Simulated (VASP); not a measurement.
# BiAs (CsCl type): single point with PBEsol

Crystal: BiAs (CsCl type).

```
CELL_PARAMETERS angstrom
3.06144 0.00000 0.00000
0.00000 3.06144 0.00000
0.00000 0.00000 3.06144
ATOMIC_POSITIONS crystal
Bi 0.00000 0.00000 0.00000
As 0.50000 0.50000 0.50000
```

This cell differs from its parent crystal: volume scaled by 0.6.

* Program: VASP 6.6.1
* Task: single point
* Functional: PBEsol
* Potentials or basis: VASP PAW PBE potentials, release 64 (Bi_d, As)
* Cutoff: 520 eV
* k mesh: 12 × 12 × 12
* Occupations: fermi-dirac, width 0.08 eV
* Spin: no spin polarisation

```json
{
  "Pressure": "122.3 GPa",
  "Band gap on the k mesh": "zero (band 10 reaches 18.45 eV, above the bottom of band 11 at 11.06 eV)"
}
```

Levels at points of the mesh, in eV from the Fermi level:
| k point | band 7 | band 8 | band 9 | band 10 | band 11 | band 12 | band 13 | band 14 |
| --- | --- | --- | --- | --- | --- | --- | --- | --- |
| (0.00, 0.00, 0.00) | -4.59 | -3.86 | -3.86 | -3.86 | 2.80 | 2.80 | 11.32 | 11.32 |
| (0.50, 0.00, 0.00) | -15.55 | 0.51 | 0.51 | 1.10 | 1.72 | 1.94 | 1.94 | 3.54 |
| (0.50, 0.50, 0.00) | -11.37 | -10.23 | -10.23 | 0.96 | 5.08 | 5.08 | 5.78 | 8.23 |
| (0.50, 0.50, 0.50) | -8.81 | -5.34 | -5.34 | -5.34 | -4.94 | -4.94 | -4.94 | 19.99 |

Run time: 20 s on 1 thread of Intel(R) Xeon(R) Platinum 8259CL CPU @ 2.50GHz (Skylake/Cascade Lake), on a shared host, peak memory 0.16 GiB.

Caveat: the PAW data sets were made with another functional, which shifts forces and pressure a little; spin-orbit coupling is left out, which moves the levels of the heavy elements.
